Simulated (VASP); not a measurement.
# InGaSeS4 (P3m1) in VASP: a series of runs, part 2 of 2

VASP 6.6.1.

### Step 3. Relaxation of cell and atoms, PBE

This run uses another cell than the first one, of 28.51 Å³/atom, 0.998 times its volume.

File INCAR:

```
  PREC = Accurate
  ENCUT = 600
  EDIFF = 1E-6
  ISMEAR = 0
  SIGMA = 0.1
  LREAL = F
  LASPH = T
  NELM = 100
  ALGO = Normal
  ISIF = 3
  LWAVE = F
  LCHARG = F
  GGA = PE
  IBRION = 2
  NSW = 80
  EDIFFG = -0.001
```

File KPOINTS:

```
regular mesh
0
Gamma
  12 12 2
```

File POSCAR:

```
InGaSeS4
1.0
    3.8066170451      0.0000000000      0.0000000000
   -1.9033085225      3.2966270635      0.0000000000
    0.0000000000      0.0000000000     15.9040987908
In Ga Se S
1 1 1 4
Direct
    0.6666666667      0.3333333333      0.1028557435
    0.0000000000      0.0000000000      0.3463873060
    0.6666666667      0.3333333333      0.4184158603
    0.0000000000      0.0000000000      0.6615412494
    0.0000000000      0.0000000000      0.7812909054
    0.0000000000      0.0000000000      0.2066086898
    0.3333333333      0.6666666667      0.0229002457
```

Potentials or basis: VASP PAW PBE potentials, release 64 (In_d, Ga_d, Se, S).

The run is started by

```bash
cat potpaw_PBE.64/In_d/POTCAR potpaw_PBE.64/Ga_d/POTCAR potpaw_PBE.64/Se/POTCAR potpaw_PBE.64/S/POTCAR > POTCAR
mpirun -np 1 vasp_std > vasp.out
```

OUTCAR:

```text
PREC = Accurate
   ENCUT = 600
   EDIFF = 1E-6
   ISMEAR = 0
   LREAL = F
   LASPH = T
   NELM = 100
   ISIF = 3
   GGA = PE
   IBRION = 2
   NSW = 80
   EDIFFG = -0.001

 ion  position               nearest neighbor table
   1  0.667  0.333  0.103-   7 2.54   7 2.54   7 2.54   6 2.75   6 2.75   6 2.75
   2  0.000  0.000  0.346-   6 2.22   3 2.48   3 2.48   3 2.48
   3  0.667  0.333  0.418-   2 2.48   2 2.48   2 2.48
   4  0.000  0.000  0.662-   5 1.90
   5  0.000  0.000  0.781-   4 1.90
   6  0.000  0.000  0.207-   2 2.22   1 2.75   1 2.75   1 2.75
   7  0.333  0.667  0.023-   1 2.54   1 2.54   1 2.54

  LATTYP: Found a hexagonal cell.
 ALAT       =     3.8066170451
 C/A-ratio  =     4.1780138644

  Lattice vectors:

 A1 = (   3.8066170451,   0.0000000000,   0.0000000000)
 A2 = (  -1.9033085225,   3.2966270635,   0.0000000000)
 A3 = (   0.0000000000,   0.0000000000,  15.9040987908)

Analysis of symmetry for initial positions (statically):
=====================================================================
 Subroutine PRICEL returns:
 Original cell was already a primitive cell.

 Routine SETGRP: Setting up the symmetry group for a
 hexagonal supercell.

 Subroutine GETGRP returns: Found  6 space group operations
 (whereof  6 operations were pure point group operations)
 out of a pool of 24 trial point group operations.

The static configuration has the point symmetry C_3v.

Analysis of symmetry for dynamics (positions and initial velocities):
=====================================================================
 Subroutine PRICEL returns:
 Original cell was already a primitive cell.

 Routine SETGRP: Setting up the symmetry group for a
 hexagonal supercell.

[... 151 lines left out ...]
   NGX = 15   NGY = 15   NGZ = 63

--------------------------------------- Ionic step        1  -------------------------------------------

 number of electron      55.9999991 magnetization

 Free energy of the ion-electron system (eV)
  ---------------------------------------------------
  ext. energy  EPLUGINS =         0.00000000
  ---------------------------------------------------
  free energy    TOTEN  =       -27.52202995 eV

  energy without entropy =      -27.51152930  energy(sigma->0) =      -27.51677962

------------------------ aborting loop because EDIFF is reached ----------------------------------------

  FORCE on cell =-STRESS in cart. coord.  units (eV):
  Direction    XX          YY          ZZ          XY          YZ          ZX
  --------------------------------------------------------------------------------------
  -------------------------------------------------------------------------------------
  Total        0.0197271      0.0197271     -0.4509050      0.0000000      0.0000000     -0.0000000
  in kB        0.1583637      0.1583637     -3.6197413      0.0000000      0.0000000     -0.0000000
  external PRESSURE =      -1.1010046 kB  Pullay stress =       0.0000000 kB
[... 104 lines left out ...]
  FREE ENERGIE OF THE ION-ELECTRON SYSTEM (eV)
  ---------------------------------------------------
  free  energy   TOTEN  =       -27.5230050507 eV

  energy  without entropy=      -27.5125139783  energy(sigma->0) =      -27.51775951

[... ionic steps 4 to 58 ...]

--------------------------------------- Ionic step       59  -------------------------------------------

 number of electron      55.9999992 magnetization

------------------------ aborting loop because EDIFF is reached ----------------------------------------
[... 77 lines left out ...]
--------------------------------------- Ionic step       61  -------------------------------------------

 number of electron      55.9999992 magnetization

 Free energy of the ion-electron system (eV)
  ---------------------------------------------------
  ext. energy  EPLUGINS =         0.00000000
  ---------------------------------------------------
  free energy    TOTEN  =       -27.52305315 eV

  energy without entropy =      -27.51256638  energy(sigma->0) =      -27.51780977

 E-fermi :   2.5492     XC(G=0):  -8.1878

 val. band max:        2.5161550945   @ k =   0.1667   0.0833   0.0000
 cond. band min:       2.5748297482   @ k =   0.4167   0.1667   0.5000
 fundamental gap:      0.0586746537
 Fermi energy:         2.5492248652

 k-point     1 :       0.0000    0.0000    0.0000
  band No.  band energies     occupation
      1     -13.3573      2.00000
      2     -13.2877      2.00000
      3     -13.2388      2.00000
      4     -13.2388      2.00000
      5     -13.1577      2.00000
      6     -13.1577      2.00000
[... 853 lines left out ...]
     32       5.5795      0.00000
     33       6.5375      0.00000

 [... further k-points ...]

------------------------ aborting loop because EDIFF is reached ----------------------------------------

  FORCE on cell =-STRESS in cart. coord.  units (eV):
  Direction    XX          YY          ZZ          XY          YZ          ZX
  --------------------------------------------------------------------------------------
  -------------------------------------------------------------------------------------
  Total        0.0002662      0.0002662     -0.0009176      0.0000000     -0.0000000      0.0000000
  in kB        0.0021371      0.0021371     -0.0073666      0.0000000     -0.0000000      0.0000000
  external PRESSURE =      -0.0010308 kB  Pullay stress =       0.0000000 kB
[... 22 lines left out ...]
  FREE ENERGIE OF THE ION-ELECTRON SYSTEM (eV)
  ---------------------------------------------------
  free  energy   TOTEN  =       -27.5230531495 eV

  energy  without entropy=      -27.5125663806  energy(sigma->0) =      -27.51780977

 reached required accuracy - stopping structural energy minimisation
```

Wall time 72 min (1 thread of Intel Xeon Platinum 8259CL at 2.50GHz (Skylake/Cascade Lake), shared host); peak memory 0.58 GiB.

What came out:

* Free energy: -27.5231 eV
* Energy gained by relaxing: 0.1 meV/atom
* Ionic steps: 61
* Pressure after relaxing: 0.0 GPa
* Band gap on the k mesh: zero (band 28 reaches 3.20 eV, above the bottom of band 29 at 1.97 eV)

Step by step:
```
step  energy change (eV)  largest force (eV/Å)  pressure (GPa)  volume (Å³)
   1              0.0000                0.2356           -0.11       199.58
   3             -0.0010                0.0247            0.03       199.42
   5             -0.0010                0.0053           -0.01       199.64
   7             -0.0010                0.0081           -0.01       199.59
   9             -0.0010                0.0050            0.00       199.63
  11             -0.0010                0.0090           -0.01       199.61
  13             -0.0010                0.0069            0.00       199.59
  15             -0.0010                0.0056            0.00       199.58
  17             -0.0010                0.0057            0.00       199.59
  19             -0.0010                0.0025            0.00       199.58
  21             -0.0010                0.0035            0.00       199.58
  23             -0.0010                0.0028            0.00       199.58
  25             -0.0010                0.0018            0.00       199.58
  27             -0.0010                0.0024            0.00       199.57
  29             -0.0010                0.0016            0.00       199.56
  31             -0.0010                0.0010            0.00       199.55
  33             -0.0010                0.0018            0.00       199.55
  35             -0.0010                0.0085            0.00       199.56
  37             -0.0010                0.0047            0.00       199.56
  39             -0.0010                0.0025            0.00       199.56
  41             -0.0010                0.0028            0.00       199.56
  43             -0.0010                0.0058           -0.01       199.58
  45             -0.0010                0.0019            0.00       199.57
  47             -0.0010                0.0014            0.00       199.56
  49             -0.0010                0.0040            0.00       199.57
  51             -0.0010                0.0034            0.00       199.57
  53             -0.0010                0.0021            0.00       199.57
  55             -0.0010                0.0013            0.00       199.57
  57             -0.0010                0.0011            0.00       199.57
  59             -0.0010                0.0013            0.00       199.57
  61             -0.0010                0.0009            0.00       199.57
```

Final structure:
```yaml
crystal:
  lattice:
    - [3.80662, 0.00000, 0.00000]
    - [-1.90331, 3.29663, 0.00000]
    - [0.00000, 0.00000, 15.90317]
  atoms:
    - { symbol: In, position: [0.66667, 0.33333, 0.10276] }
    - { symbol: Ga, position: [0.00000, 0.00000, 0.34633] }
    - { symbol: Se, position: [0.66667, 0.33333, 0.41855] }
    - { symbol: S, position: [0.00000, 0.00000, 0.66181] }
    - { symbol: S, position: [0.00000, 0.00000, 0.78105] }
    - { symbol: S, position: [0.00000, 0.00000, 0.20663] }
    - { symbol: S, position: [0.33333, 0.66667, 0.02287] }
```

Levels at points of the mesh, in eV from the Fermi level:
| k point | band 25 | band 26 | band 27 | band 28 | band 29 | band 30 | band 31 | band 32 |
| --- | --- | --- | --- | --- | --- | --- | --- | --- |
| (0.00, 0.00, 0.00) | -1.41 | -1.04 | -1.04 | 0.50 | 0.81 | 0.81 | 1.83 | 3.29 |
| (0.50, 0.00, 0.00) | -2.69 | -1.67 | -1.25 | -1.10 | 0.40 | 1.03 | 1.10 | 2.67 |
| (0.00, 0.00, 0.50) | -1.41 | -1.04 | -1.04 | 0.45 | 0.81 | 0.81 | 1.83 | 3.33 |
| (0.50, 0.00, 0.50) | -2.69 | -1.71 | -1.25 | -1.07 | 0.40 | 1.02 | 1.08 | 2.72 |

Caveat: spin-orbit coupling is left out, which moves the levels of the heavy elements; this functional lacks dispersion, which binds the layers, so the pressure and a relaxed spacing across them are unreliable.
